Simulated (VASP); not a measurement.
# MoP (P-6m2) in VASP: further runs, part 2 of 2

VASP 6.6.1. Earlier steps stand in the parts before.

**3. Relaxation of cell and atoms, PBEsol, target pressure 30 GPa, at which the enthalpy is minimised**

Contents of INCAR:

```
PREC = Accurate
ENCUT = 500
EDIFF = 1E-7
ISMEAR = -1
SIGMA = 0.05
LREAL = False
LASPH = True
NELM = 120
ALGO = Normal
ISIF = 3
LWAVE = False
LCHARG = False
GGA = PS
IBRION = 2
NSW = 80
EDIFFG = -0.005
PSTRESS = 300.0
GGA_COMPAT = False
NELMIN = 4
```

Contents of KPOINTS:

```
regular mesh
0
Gamma
  10 10 8
```

Contents of POSCAR:

```
MoP
1.0
    3.2230000000      0.0000000000      0.0000000000
   -1.6115000000      2.7911998764      0.0000000000
    0.0000000000      0.0000000000      3.1910000000
Mo P
1 1
Direct
    0.0000000000      0.0000000000      0.0000000000
    0.3333333333      0.6666666667      0.5000000000
```

Potentials or basis: VASP PAW PBE potentials, release 64 (Mo_sv, P).

The run is started by

```
$ cat potpaw_PBE.64/Mo_sv/POTCAR potpaw_PBE.64/P/POTCAR > POTCAR
$ mpirun -np 1 vasp_std > vasp.out
```

OUTCAR:

```text
PREC = Accurate
   ENCUT = 500
   EDIFF = 1E-7
   ISMEAR = -1
   LREAL = False
   LASPH = True
   NELM = 120
   ISIF = 3
   GGA = PS
   IBRION = 2
   NSW = 80
   EDIFFG = -0.005
   PSTRESS = 300.0
   NELMIN = 4

 ion  position               nearest neighbor table
   1  0.000  0.000  0.000-   2 2.45   2 2.45   2 2.45   2 2.45   2 2.45   2 2.45
   2  0.333  0.667  0.500-   1 2.45   1 2.45   1 2.45   1 2.45   1 2.45   1 2.45

  LATTYP: Found a hexagonal cell.
 ALAT       =     3.2230000000
 C/A-ratio  =     0.9900713621

  Lattice vectors:

 A1 = (   3.2230000000,   0.0000000000,   0.0000000000)
 A2 = (  -1.6115000000,   2.7911998764,   0.0000000000)
 A3 = (   0.0000000000,   0.0000000000,   3.1910000000)

Analysis of symmetry for initial positions (statically):
=====================================================================
 Subroutine PRICEL returns:
 Original cell was already a primitive cell.

 Routine SETGRP: Setting up the symmetry group for a
 hexagonal supercell.

 Subroutine GETGRP returns: Found 12 space group operations
 (whereof 12 operations were pure point group operations)
 out of a pool of 24 trial point group operations.

The static configuration has the point symmetry D_3h.

Analysis of symmetry for dynamics (positions and initial velocities):
=====================================================================
 Subroutine PRICEL returns:
 Original cell was already a primitive cell.

 Routine SETGRP: Setting up the symmetry group for a
 hexagonal supercell.

 Subroutine GETGRP returns: Found 12 space group operations
 (whereof 12 operations were pure point group operations)
 out of a pool of 24 trial point group operations.

The dynamic configuration has the point symmetry D_3h.

 Subroutine INISYM returns: Found 12 space group operations
 (whereof 12 operations are pure point group operations),
 and found     1 'primitive' translations

----------------------------------------------------------------------------------------

                                     Primitive cell

  volume of cell :      28.7064

  direct lattice vectors                    reciprocal lattice vectors
     3.223000000  0.000000000  0.000000000     0.310269935  0.179134430  0.000000000
    -1.611500000  2.791199876  0.000000000     0.000000000  0.358268861  0.000000000
     0.000000000  0.000000000  3.191000000     0.000000000  0.000000000  0.313381385

  length of vectors
     3.223000000  3.223000000  3.191000000     0.358268861  0.358268861  0.313381385

  position of ions in fractional coordinates (direct lattice)
     0.000000000  0.000000000  0.000000000
     0.333333333  0.666666667  0.500000000

  ion indices of the primitive-cell ions
   primitive index   ion index
                 1           1
                 2           2

----------------------------------------------------------------------------------------
[... 59 lines left out ...]
   NGXF,Y,Z  is equivalent  to a cutoff of  24.76, 24.76, 25.01 a.u.
 SYSTEM =  unknown system
   PREC   = accura    normal or accurate (medium, high low for compatibility)
   ISTART =      0    job   : 0-new  1-cont  2-samecut
   ICHARG =      2    charge: 1-file 2-atom 10-const
   ISPIN  =      1    spin polarized calculation?
   LNONCOLLINEAR =      F non collinear calculations
   LSORBIT =      F    spin-orbit coupling
   LASPH  =      T    aspherical Exc in radial PAW
   ENCUT  =  500.0 eV  36.75 Ry    6.06 a.u.   5.88  5.88  5.82*2*pi/ulx,y,z
   NELM   =    120;   NELMIN=  4; NELMDL= -5     # of ELM steps
   EDIFF  = 0.1E-06   stopping-criterion for ELM
   LREAL  =      F    real-space projection
   EDIFFG = -.5E-02   stopping-criterion for IOM
   NSW    =     80    number of steps for IOM
   IBRION =      2    ionic relax: 0-MD 1-quasi-New 2-CG
   NFREE  =      1    steps in history (QN), initial steepest desc. (CG)
   ISIF   =      3    stress and relaxation
   ISYM   =      2    0-nonsym 1-usesym 2-fastsym
   POTIM  = 0.5000    time-step for ionic-motion
   TEBEG  =    0.0;   TEEND  =   0.0 temperature during run
   PSTRESS=  300.0 pullay stress
   NELECT =      19.0000    total number of electrons
   NUPDOWN=      -1.0000    fix difference up-down
   EMIN   =  10.00;   EMAX   =-10.00  energy-range for DOS
   EFERMI =   0.00;   METHOD = LEGACY
   ISMEAR =    -1;   SIGMA  =   0.05  broadening in eV -4-tet -1-fermi 0-gaus
   EFERMI_NEDOS =   21; number of points for ismear=-14 and -15
   IALGO  =     38    algorithm
   IMIX   =      4    mixing-type and parameters
     AMIX     =   0.40;   BMIX     =  1.00
     AMIX_MAG =   1.60;   BMIX_MAG =  1.00
  volume/ion in A,a.u.               =      14.35        96.86
  Fermi-wavevector in a.u.,A,eV,Ry     =   1.426702  2.696076 27.694378  2.035479
  Thomas-Fermi vector in A             =   2.546951
   LORBIT       =      0    0 simple, 1 ext, 2 COOP (PROOUT), +10 PAW based schemes
   GGA     = PS    functional components
   LHFCALC =     F    Hartree Fock is set to
   AEXX    =    0.0000 exact exchange contribution
   IVDW    =     0    specifies the selected vdW correction
   LEPSILON=     F    determine dielectric tensor
   LRPA    =     F    only Hartree local field effects (RPA)
 conjugate gradient relaxation of ions
 non-spin polarized calculation
  energy-cutoff  :      500.00
  volume of cell :       28.71
 maximum number of plane-waves:       742
 NGX is ok and might be reduce to    24
   NGX = 11   NGY = 11   NGZ = 11

--------------------------------------- Ionic step        1  -------------------------------------------

 number of electron      18.9999999 magnetization

 Free energy of the ion-electron system (eV)
  ---------------------------------------------------
  ext. energy  EPLUGINS =         0.00000000
  ---------------------------------------------------
  free energy    TOTEN  =       -19.05753523 eV

  energy without entropy =      -19.05337864  energy(sigma->0) =      -19.05545693

------------------------ aborting loop because EDIFF is reached ----------------------------------------

  FORCE on cell =-STRESS in cart. coord.  units (eV):
  Direction    XX          YY          ZZ          XY          YZ          ZX
  --------------------------------------------------------------------------------------
  -------------------------------------------------------------------------------------
  Total       -0.5532474     -0.5532474     -0.7571143     -0.0000000      0.0000000      0.0000000
  in kB      -30.8781933    -30.8781933    -42.2565460     -0.0000000      0.0000000      0.0000000
  external PRESSURE =    -334.6709775 kB  Pullay stress =     300.0000000 kB
[... 97 lines left out ...]
  energy  without entropy=      -18.9035467820  energy(sigma->0) =      -18.90520717

  enthalpy is  TOTEN    =       -14.0297600367 eV   P V=        4.8771075256

[... ionic steps 4 to 8 ...]

--------------------------------------- Ionic step        9  -------------------------------------------

 number of electron      18.9999998 magnetization

------------------------ aborting loop because EDIFF is reached ----------------------------------------
[... 71 lines left out ...]
--------------------------------------- Ionic step       11  -------------------------------------------

 number of electron      18.9999998 magnetization

 Free energy of the ion-electron system (eV)
  ---------------------------------------------------
  ext. energy  EPLUGINS =         0.00000000
  ---------------------------------------------------
  free energy    TOTEN  =       -18.82527894 eV

  energy without entropy =      -18.82181805  energy(sigma->0) =      -18.82354850

 E-fermi :  13.7283     XC(G=0): -13.3266

 val. band max:       13.7168085936   @ k =   0.2000  -0.0000   0.0000
 cond. band min:      13.7394492404   @ k =   0.1000   0.1000   0.0000
 fundamental gap:      0.0226406469
 Fermi energy:        13.7282934543

 k-point     1 :       0.0000    0.0000    0.0000
  band No.  band energies     occupation
      1     -47.2811      2.00000
      2     -21.5408      2.00000
      3     -21.2087      2.00000
      4     -21.2087      2.00000
      5      -1.0345      2.00000
      6       8.7224      2.00000
      7      10.1288      2.00000
      8      10.1288      2.00000
      9      12.9238      2.00000
     10      14.0556      0.00287
     11      14.0556      0.00287
     12      18.4623      0.00000
     13      18.4623      0.00000
[... 354 lines left out ...]
  band No.  band energies     occupation
      1     -47.2140      2.00000
      2     -21.7407      2.00000
      3     -21.5145      2.00000
      4     -21.3636      2.00000
      5       2.1645      2.00000
      6       6.0231      2.00000
      7       8.5764      2.00000
      8       9.9283      2.00000
      9      11.2764      2.00000
     10      14.2293      0.00009
     11      15.8499      0.00000
     12      16.4003      0.00000
     13      18.6088      0.00000

 [... further k-points ...]
[... 5 lines left out ...]
  --------------------------------------------------------------------------------------
  -------------------------------------------------------------------------------------
  Total        4.7787811      4.7787811      4.7765739      0.0000000      0.0000000      0.0000000
  in kB      300.0616482    300.0616482    299.9230566      0.0000000      0.0000000      0.0000000
  external PRESSURE =       0.0154510 kB  Pullay stress =     300.0000000 kB
[... 21 lines left out ...]
  energy  without entropy=      -18.8218180477  energy(sigma->0) =      -18.82354850

  enthalpy is  TOTEN    =       -14.0474796201 eV   P V=        4.7777993232

 reached required accuracy - stopping structural energy minimisation
```

OSZICAR:

```text
N       E                     dE             d eps       ncg     rms          rms(c)
DAV:   1     0.116301479686E+03    0.11630E+03   -0.99298E+03  1820   0.135E+03
DAV:   2    -0.168747415132E+02   -0.13318E+03   -0.13058E+03  2125   0.356E+02
DAV:   3    -0.200958997372E+02   -0.32212E+01   -0.31077E+01  2318   0.502E+01
[... 99 lines left out ...]
       N       E                     dE             d eps       ncg     rms          rms(c)
DAV:   1    -0.188252942077E+02   -0.37486E-03   -0.64487E-04  1830   0.282E-01    0.245E-02
DAV:   2    -0.188252820248E+02    0.12183E-04   -0.20484E-05  1880   0.459E-02    0.101E-02
DAV:   3    -0.188252789901E+02    0.30346E-05   -0.77659E-06  2035   0.254E-02    0.345E-03
DAV:   4    -0.188252789433E+02    0.46841E-07   -0.18347E-07  1645   0.397E-03
  11 F= -.14047480E+02 E0= -.14045749E+02  d E =-.315966E-05
```

CONTCAR:

```text
MoP
   1.00000000000000
     3.0773664706816644   -0.0000000000000000   -0.0000000000000000
    -1.5386832353408322    2.6650775403684990    0.0000000000000000
    -0.0000000000000000    0.0000000000000000    3.1112016845884902
  Mo              P
     1     1
Direct
     0.0000000000000000    1.0000000000000000    0.0000000000000000
     0.3333333332999970    0.6666666667000030    0.5000000000000000

  0.00000000E+00  0.00000000E+00  0.00000000E+00
  0.00000000E+00  0.00000000E+00  0.00000000E+00
```

Run time: 80 s. Hardware: 1 thread of Intel Xeon Platinum 8375C at 2.90GHz (Ice Lake), shared host; peak memory 0.16 GiB.

What came out:

```
Free energy                                                : -18.8253 eV
Relaxed volume                                             : 12.76 Å³/atom
Relaxed cell                                               : a = 3.077 Å, b = 3.077 Å, c = 3.111 Å, α = 90.00°, β = 90.00°, γ = 120.00°
Space group after relaxing (to 0.1 Å)                      : P-6m2 (No. 187)
Energy change on relaxing (the run minimises the enthalpy) : +116.1 meV/atom
Ionic steps                                                : 11
Pressure after relaxing                                    : 30.0 GPa
Band gap on the k mesh                                     : zero (an odd number of electrons rules out a gap without spin polarisation)
```

The path:
```tsv
step	energy change (eV)	largest force (eV/Å)	pressure (GPa)	volume (Å³)
1	0.0000	0.0000	-3.47	28.71
2	6.2451	0.0000	285.69	17.96
3	0.1507	0.0000	23.88	26.05
4	0.1994	0.0000	27.95	25.75
5	0.2251	0.0000	29.95	25.60
6	0.2370	0.0000	30.18	25.49
7	0.2339	0.0000	30.13	25.51
8	0.2343	0.0000	30.14	25.51
9	0.2282	0.0000	29.67	25.54
10	0.2326	0.0000	30.01	25.51
11	0.2323	0.0000	30.00	25.52
```

Final structure:
```
Mo P
1.0
     3.07737    0.00000    0.00000
    -1.53868    2.66508    0.00000
     0.00000    0.00000    3.11120
Mo P
1 1
Direct
  0.00000 0.00000 0.00000
  0.33333 0.66667 0.50000
```

Levels at points of the mesh, in eV from the Fermi level:
```csv
k point,band 7,band 8,band 9,band 10,band 11,band 12,band 13
"(0.00, 0.00, 0.00)",-3.60,-3.60,-0.80,0.33,0.33,4.73,4.73
"(0.50, 0.00, 0.00)",-4.62,-4.49,-1.09,-0.57,2.12,3.06,5.00
"(0.00, 0.00, 0.50)",-2.91,-2.91,-1.99,-1.99,1.31,3.25,3.25
"(0.50, 0.00, 0.50)",-5.74,-4.87,-1.14,1.86,2.06,4.13,5.93
```

Caveat: the cell is relaxed towards a set pressure, so the run minimises the enthalpy, not the energy; the PAW data sets were made with another functional, which shifts forces and pressure a little; an odd number of electrons without spin polarisation forces a metal; a magnetic or distorted state may lie lower.

The gap in the log of VASP goes by the Fermi energy; the results here count the filled bands.